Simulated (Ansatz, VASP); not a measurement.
One calculation of AlCu3, two programs

POSCAR

```
AlCu3
1.0
    3.6418163312      0.0000000000      0.0000000000
    0.0000000000      3.6418163312      0.0000000000
    0.0000000000      0.0000000000      3.6418163312
Al Cu
1 3
Direct
    0.0000000000      0.0000000000      0.0000000000
    0.5000000000      0.5000000000      0.0000000000
    0.5000000000      0.0000000000      0.5000000000
    0.0000000000      0.5000000000      0.5000000000
```

Contents of INCAR.step1:

```
SYSTEM = AlCu3
PREC     = Accurate       ! precision mode
ENCUT    = 520            ! plane-wave cutoff, eV
ISMEAR   = 0              ! smearing method
SIGMA    = 0.1            ! smearing width, eV
LREAL    = .FALSE.        ! projectors in reciprocal space
LASPH    = .TRUE.         ! aspherical terms in the spheres
NELM     = 100            ! most SCF steps
NBANDS   = 26             ! bands
GGA      = PE             ! functional
ALGO     = Normal         ! electronic algorithm
EDIFF    = 1E-4           ! SCF threshold, eV
LWAVE    = .TRUE.         ! write WAVECAR
LCHARG   = .FALSE.        ! write CHGCAR
```

Contents of INCAR.step2:

```
SYSTEM = AlCu3
PREC     = Accurate       ! precision mode
ENCUT    = 520            ! plane-wave cutoff, eV
EDIFF    = 1E-6           ! SCF threshold, eV
ISMEAR   = 0              ! smearing method
SIGMA    = 0.1            ! smearing width, eV
LREAL    = .FALSE.        ! projectors in reciprocal space
LASPH    = .TRUE.         ! aspherical terms in the spheres
NELM     = 100            ! most SCF steps
ALGO     = Normal         ! electronic algorithm
ISIF     = 2              ! what is computed and relaxed
LWAVE    = .FALSE.        ! write WAVECAR
LCHARG   = .FALSE.        ! write CHGCAR
METAGGA  = R2SCAN         ! meta-GGA
LMIXTAU  = .TRUE.       
NBANDS   = 26             ! bands
ISTART   = 1
```

The input KPOINTS:

```
regular mesh
0
G
  14 14 14
  0 0 0
```

Input for Ansatz:

```yaml
crystal:
  lattice:
    - [3.6418163312, 0.0, 0.0]
    - [0.0, 3.6418163312, 0.0]
    - [0.0, 0.0, 3.6418163312]
  atoms:
    - { symbol: Al, position: [0.0, 0.0, 0.0] }
    - { symbol: Cu, position: [0.5, 0.5, 0.0] }
    - { symbol: Cu, position: [0.5, 0.0, 0.5] }
    - { symbol: Cu, position: [0.0, 0.5, 0.5] }
basis:
  ecutwfc: 500
kpoints:
  mp_grid: { grid: [14, 14, 14] }
hamiltonian:
  xc: r2scan
scf:
  occupations: { method: gaussian, width: 0.1 }
output:
  forces: true
  stress: true
  eigenvalues: true
```

Alike in both runs: task single point; functional r2SCAN; k mesh 14 × 14 × 14; occupations gaussian, width 0.1 eV; no spin polarisation.

|  | VASP | Ansatz |
| --- | --- | --- |
| version | VASP 6.6.1 | Ansatz 0.2.0 |
| potentials or method | VASP PAW PBE potentials, release 64 (Al, Cu), cutoff 520 eV | scalar-relativistic, plane waves, PAW |
| valence electrons in the cell | 36 | 60 |

VASP gave:

| Item | Value |
| --- | --- |
| gap on the k mesh at the Fermi level (eV) | none |
| pressure (GPa) | 0.4 |

What did Ansatz give for the same quantities?

gap on the k mesh at the Fermi level (eV): none; pressure (GPa): 0.0.

VASP's potentials were made for PBE, not for r2SCAN. A gap of «none» marks a metal or a gap that the smearing closes. The functional is the same, so the differences come from potentials, cutoffs and numerics. VASP's potentials hold 36 valence electrons a cell and Ansatz's 60, so a difference there can come from the potentials and not from the codes.
